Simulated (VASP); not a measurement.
# Pd (Fm-3m) in VASP: a series of runs

Runs on Pd. Level: PBE. Tasks: single point.

Program: VASP 6.6.1. These are calculated values, not measurements. Logs are shortened: lines on timing, memory, paths and dates and some standing lists are left out, and cuts for length are marked.

### 1 The cell of the first run

The structure is cubic, space group Fm-3m (No. 225). Conventional cell: a = 3.893 Å, b = 3.893 Å, c = 3.893 Å, α = 90.00°, β = 90.00°, γ = 90.00°. Pd (site symmetry m-3m) has 12 Pd at 2.75 Å within 3.6 Å.

### 2 Single point, PBE, collinear spin

File INCAR:

```
SYSTEM = Pd
PREC = Accurate ; ENCUT = 520
EDIFF = 1E-6 ; ISMEAR = -1
SIGMA = 0.08 ; LREAL = .FALSE.
LASPH = .TRUE. ; NELM = 150
ALGO = Normal ; ISIF = 2
LWAVE = .FALSE. ; LCHARG = .FALSE.
ISPIN = 2 ; MAGMOM = 0.15
LORBIT = 11 ; NUPDOWN = 0.15
LMAXMIX = 4 ; GGA = PE
NBANDS = 15
```

File KPOINTS:

```
Automatic mesh
0
G
  17 17 17
  0 0 0
```

File POSCAR:

```
Pd
1.0
    0.0000000000      1.9465000000      1.9465000000
    1.9465000000      0.0000000000      1.9465000000
    1.9465000000      1.9465000000      0.0000000000
Pd
1
Direct
    0.0000000000      0.0000000000      0.0000000000
```

Potentials or basis: VASP PAW PBE potentials, release 64 (Pd).

Started as:

```
$ cat potpaw_PBE.64/Pd/POTCAR > POTCAR
$ mpirun -np 1 vasp_std > vasp.out
```

OUTCAR:

```text
SYSTEM = Pd
   PREC = Accurate
   ENCUT = 520
   EDIFF = 1E-6
   ISMEAR = -1
   LREAL = .FALSE.
   LASPH = .TRUE.
   NELM = 150
   ISIF = 2
   ISPIN = 2
   LORBIT = 11
   NUPDOWN = 0.15
   GGA = PE

 ion  position               nearest neighbor table
   1  0.000  0.000  0.000-

  LATTYP: Found a face centered cubic cell.
 ALAT       =     3.8930000000

  Lattice vectors:

 A1 = (   0.0000000000,   1.9465000000,   1.9465000000)
 A2 = (   1.9465000000,   0.0000000000,   1.9465000000)
 A3 = (   1.9465000000,   1.9465000000,   0.0000000000)

Analysis of symmetry for initial positions (statically):
=====================================================================
 Subroutine PRICEL returns:
 Original cell was already a primitive cell.

 Routine SETGRP: Setting up the symmetry group for a
 face centered cubic supercell.

 Subroutine GETGRP returns: Found 48 space group operations
 (whereof 48 operations were pure point group operations)
 out of a pool of 48 trial point group operations.

The static configuration has the point symmetry O_h .

Analysis of symmetry for dynamics (positions and initial velocities):
=====================================================================
 Subroutine PRICEL returns:
 Original cell was already a primitive cell.

 Routine SETGRP: Setting up the symmetry group for a
 face centered cubic supercell.

 Subroutine GETGRP returns: Found 48 space group operations
 (whereof 48 operations were pure point group operations)
 out of a pool of 48 trial point group operations.

The dynamic configuration has the point symmetry O_h .

Analysis of structural, dynamic, and magnetic symmetry:
=====================================================================
 Subroutine PRICEL returns:
 Original cell was already a primitive cell.

 Routine SETGRP: Setting up the symmetry group for a
 face centered cubic supercell.

 Subroutine GETGRP returns: Found 48 space group operations
 (whereof 48 operations were pure point group operations)
 out of a pool of 48 trial point group operations.

The overall configuration has the point symmetry O_h .

 Subroutine INISYM returns: Found 48 space group operations
 (whereof 48 operations are pure point group operations),
 and found     1 'primitive' translations

----------------------------------------------------------------------------------------

                                     Primitive cell

  volume of cell :      14.7500

  direct lattice vectors                    reciprocal lattice vectors
     0.000000000  1.946500000  1.946500000    -0.256871307  0.256871307  0.256871307
     1.946500000  0.000000000  1.946500000     0.256871307 -0.256871307  0.256871307
     1.946500000  1.946500000  0.000000000     0.256871307  0.256871307 -0.256871307

  length of vectors
     2.752766699  2.752766699  2.752766699     0.444914156  0.444914156  0.444914156

  position of ions in fractional coordinates (direct lattice)
     0.000000000  0.000000000  0.000000000

  ion indices of the primitive-cell ions
   primitive index   ion index
                 1           1

----------------------------------------------------------------------------------------

 KPOINTS: Automatic mesh

Automatic generation of k-mesh.
 Grid dimensions read from file:
 generate k-points for:   17   17   17

 Generating k-lattice:

  Cartesian coordinates                     Fractional coordinates (reciprocal lattice)
    -0.015110077  0.015110077  0.015110077     0.058823529  0.000000000  0.000000000
     0.015110077 -0.015110077  0.015110077     0.000000000  0.058823529  0.000000000
     0.015110077  0.015110077 -0.015110077     0.000000000  0.000000000  0.058823529

  Length of vectors
     0.026171421  0.026171421  0.026171421

  Shift w.r.t. Gamma in fractional coordinates (k-lattice)
     0.000000000  0.000000000  0.000000000

 Subroutine IBZKPT returns following result:
 ===========================================

 Found    165 irreducible k-points:

 Following reciprocal coordinates:
            Coordinates               Weight
  0.000000  0.000000  0.000000      1.000000
  0.058824  0.000000  0.000000      8.000000
  0.117647  0.000000  0.000000      8.000000
  0.176471  0.000000  0.000000      8.000000
  0.235294  0.000000  0.000000      8.000000
  0.294118  0.000000  0.000000      8.000000
[... 16 lines left out ...]
 -0.176471  0.058824  0.000000     24.000000
 -0.117647  0.058824  0.000000     24.000000
 [... further k-points ...]
   k-points           NKPTS =    165   k-points in BZ     NKDIM =    165   number of bands    NBANDS=     15
   number of dos      NEDOS =    301   number of ions     NIONS =      1
   total plane-waves  NPLWV =   8000
   dimension x,y,z NGX =    20 NGY =   20 NGZ =   20
   dimension x,y,z NGXF=    40 NGYF=   40 NGZF=   40
   ions per type =               1
   NGX,Y,Z   is equivalent  to a cutoff of  12.08, 12.08, 12.08 a.u.
   NGXF,Y,Z  is equivalent  to a cutoff of  24.16, 24.16, 24.16 a.u.
 SYSTEM =  Pd
   PREC   = accura    normal or accurate (medium, high low for compatibility)
   ISTART =      0    job   : 0-new  1-cont  2-samecut
   ICHARG =      2    charge: 1-file 2-atom 10-const
   ISPIN  =      2    spin polarized calculation?
   LNONCOLLINEAR =      F non collinear calculations
   LSORBIT =      F    spin-orbit coupling
   LASPH  =      T    aspherical Exc in radial PAW
   ENCUT  =  520.0 eV  38.22 Ry    6.18 a.u.   5.12  5.12  5.12*2*pi/ulx,y,z
   NELM   =    150;   NELMIN=  2; NELMDL= -5     # of ELM steps
   EDIFF  = 0.1E-05   stopping-criterion for ELM
   LREAL  =      F    real-space projection
   EDIFFG = 0.1E-04   stopping-criterion for IOM
   NSW    =      0    number of steps for IOM
   IBRION =     -1    ionic relax: 0-MD 1-quasi-New 2-CG
   NFREE  =      0    steps in history (QN), initial steepest desc. (CG)
   ISIF   =      2    stress and relaxation
   ISYM   =      2    0-nonsym 1-usesym 2-fastsym
   POTIM  = 0.5000    time-step for ionic-motion
   TEBEG  =    0.0;   TEEND  =   0.0 temperature during run
   PSTRESS=    0.0 pullay stress
   NELECT =      10.0000    total number of electrons
   NUPDOWN=       0.1500    fix difference up-down
   EMIN   =  10.00;   EMAX   =-10.00  energy-range for DOS
   EFERMI =   0.00;   METHOD = LEGACY
   ISMEAR =    -1;   SIGMA  =   0.08  broadening in eV -4-tet -1-fermi 0-gaus
   EFERMI_NEDOS =   21; number of points for ismear=-14 and -15
   IALGO  =     38    algorithm
   IMIX   =      4    mixing-type and parameters
     AMIX     =   0.40;   BMIX     =  1.00
     AMIX_MAG =   1.60;   BMIX_MAG =  1.00
  volume/ion in A,a.u.               =      14.75        99.54
  Fermi-wavevector in a.u.,A,eV,Ry     =   1.438171  2.717748 28.141404  2.068335
  Thomas-Fermi vector in A             =   2.557167
   LORBIT       =     11    0 simple, 1 ext, 2 COOP (PROOUT), +10 PAW based schemes
   GGA     = PE    functional components
   LHFCALC =     F    Hartree Fock is set to
   AEXX    =    0.0000 exact exchange contribution
   IVDW    =     0    specifies the selected vdW correction
   LEPSILON=     F    determine dielectric tensor
   LRPA    =     F    only Hartree local field effects (RPA)
 spin polarized calculation
  energy-cutoff  :      520.00
  volume of cell :       14.75
 maximum number of plane-waves:       411
   NGX = 11   NGY = 11   NGZ = 11

 number of electron      10.0000000 magnetization       0.1500000

 number of electron       9.9999999 magnetization       0.1500000

 Free energy of the ion-electron system (eV)
  ---------------------------------------------------
  ext. energy  EPLUGINS =         0.00000000
  ---------------------------------------------------
  free energy    TOTEN  =        -5.22661826 eV

  energy without entropy =       -5.18134004  energy(sigma->0) =       -5.20397915

 E-fermi :   9.7859     XC(G=0): -13.1863

 val. band max:        9.7851411633   @ k =   0.3529   0.2941   0.0000
 cond. band min:       9.7859358734   @ k =  -0.4118   0.4118   0.1765
 fundamental gap:      0.0007947101
 Fermi energy:         9.7944643679

 spin component 1

 k-point     1 :       0.0000    0.0000    0.0000
  band No.  band energies     occupation
      1       2.6380      1.00000
      2       6.8818      1.00000
      3       6.8818      1.00000
      4       6.8818      1.00000
      5       8.4992      1.00000
      6       8.4992      1.00000
      7      26.9753      0.00000
      8      31.7505      0.00000
      9      31.7505      0.00000
     10      31.7505      0.00000
     11      35.8999      0.00000
     12      37.1107      0.00000
     13      40.3709      0.00000
     14      40.3709      0.00000
     15      40.3709      0.00000
[... 397 lines left out ...]
 k-point    24 :      -0.1176    0.0588    0.0000
  band No.  band energies     occupation
      1       3.3949      1.00000
      2       6.6212      1.00000
      3       7.1159      1.00000
      4       7.1480      1.00000
      5       8.2739      1.00000
      6       8.5690      1.00000
      7      27.4998      0.00000
      8      28.6327      0.00000
      9      31.5827      0.00000
     10      33.1559      0.00000
     11      35.9093      0.00000
     12      36.1248      0.00000
     13      38.8293      0.00000
     14      39.3597      0.00000
     15      41.7972      0.00000

 [... further k-points ...]

 spin component 2

 k-point     1 :       0.0000    0.0000    0.0000
  band No.  band energies     occupation
      1       2.6489      1.00000
      2       6.9986      1.00000
      3       6.9986      1.00000
      4       6.9986      1.00000
      5       8.5977      1.00000
      6       8.5977      1.00000
      7      26.9792      0.00000
      8      31.7555      0.00000
      9      31.7555      0.00000
     10      31.7555      0.00000
     11      36.0793      0.00000
     12      37.1110      0.00000
     13      40.3994      0.00000
     14      40.3994      0.00000
     15      40.3994      0.00000
[... 397 lines left out ...]
 k-point    24 :      -0.1176    0.0588    0.0000
  band No.  band energies     occupation
      1       3.4069      1.00000
      2       6.7331      1.00000
      3       7.2337      1.00000
      4       7.2633      1.00000
      5       8.3707      1.00000
      6       8.6689      1.00000
      7      27.5142      0.00000
      8      28.6375      0.00000
      9      31.5940      0.00000
     10      33.1633      0.00000
     11      36.0236      0.00000
     12      36.2327      0.00000
     13      38.8612      0.00000
     14      39.3951      0.00000
     15      41.8688      0.00000

 [... further k-points ...]

------------------------ aborting loop because EDIFF is reached ----------------------------------------

  FORCE on cell =-STRESS in cart. coord.  units (eV):
  Direction    XX          YY          ZZ          XY          YZ          ZX
  --------------------------------------------------------------------------------------
  -------------------------------------------------------------------------------------
  Total        0.6495948      0.6495948      0.6495948      0.0000000      0.0000000     -0.0000000
  in kB       70.5602165     70.5602165     70.5602165      0.0000000      0.0000000     -0.0000000
  external PRESSURE =      70.5602165 kB  Pullay stress =       0.0000000 kB

 VOLUME and BASIS-vectors are now :
 -----------------------------------------------------------------------------
  energy-cutoff  :      520.00
  volume of cell :       14.75
      direct lattice vectors                 reciprocal lattice vectors
     0.000000000  1.946500000  1.946500000    -0.256871307  0.256871307  0.256871307
     1.946500000  0.000000000  1.946500000     0.256871307 -0.256871307  0.256871307
     1.946500000  1.946500000  0.000000000     0.256871307  0.256871307 -0.256871307

 POSITION                                       TOTAL-FORCE (eV/Angst)
 -----------------------------------------------------------------------------------
      0.00000      0.00000      0.00000        -0.000000     -0.000000     -0.000000
 -----------------------------------------------------------------------------------
    total drift:                                0.000000      0.000000      0.000000

  FREE ENERGIE OF THE ION-ELECTRON SYSTEM (eV)
  ---------------------------------------------------
  free  energy   TOTEN  =        -5.2266182562 eV

  energy  without entropy=       -5.1813400390  energy(sigma->0) =       -5.20397915

 total charge

# of ion       s       p       d       tot
------------------------------------------
    1        0.492   0.478   8.470   9.441

 magnetization (x)

# of ion       s       p       d       tot
------------------------------------------
    1       -0.000  -0.003   0.152   0.150
```

Run time: 79 s. Hardware: 1 thread of Intel Xeon 8259CL, shared host; peak memory 0.17 GiB.

Results:

- Free energy: -5.2266 eV
- Pressure: 7.1 GPa
- Net moment: 0.15 μB per cell
- Site moments: Pd +0.15 μB
- Valence electrons inside the program's atomic spheres: Pd 9.44

Caveat: the cell stands under pressure; the total moment is fixed, so each spin has its own Fermi level.

### 3 Single point, PBE, collinear spin

File INCAR:

```
SYSTEM = Pd
PREC     = Accurate       ! precision mode
ENCUT    = 520            ! plane-wave cutoff, eV
EDIFF    = 1E-6           ! SCF threshold, eV
ISMEAR   = -1             ! smearing method
SIGMA    = 0.08           ! smearing width, eV
LREAL    = .False.        ! projectors in reciprocal space
LASPH    = .True.         ! aspherical terms in the spheres
NELM     = 150            ! most SCF steps
ALGO     = Normal         ! electronic algorithm
ISIF     = 2              ! what is computed and relaxed
LWAVE    = .False.        ! write WAVECAR
LCHARG   = .True.         ! write CHGCAR
ISPIN    = 2              ! spin polarisation
MAGMOM   = 0.3            ! initial moments
LORBIT   = 11             ! projections on sites
NUPDOWN  = 0.3            ! fixed moment
LMAXMIX  = 4              ! l up to which the mixer works
GGA      = PE             ! functional
LELF     = .True.         ! ELF
LVHAR    = .True.       
NBANDS   = 15             ! bands
```

File KPOINTS:

```
regular mesh
0
Gamma
  17 17 17
  0 0 0
```

POSCAR is that of step 2.

Potentials or basis: VASP PAW PBE potentials, release 64 (Pd).

Started as:

```
$ cat potpaw_PBE.64/Pd/POTCAR > POTCAR
$ mpirun -np 1 vasp_std > vasp.out
```

Wall time 85 s (1 thread of Intel Xeon 8259CL, shared host); peak memory 0.17 GiB.

The run converged. Its results:

- Free energy: -5.2251 eV
- Pressure: 7.2 GPa
- Net moment: 0.30 μB per cell
- Site moments: Pd +0.30 μB
- Valence electrons inside the program's atomic spheres: Pd 9.44

Caveat: the cell stands under pressure; the total moment is fixed, so each spin has its own Fermi level.

(Continued in part 2 of 2.)
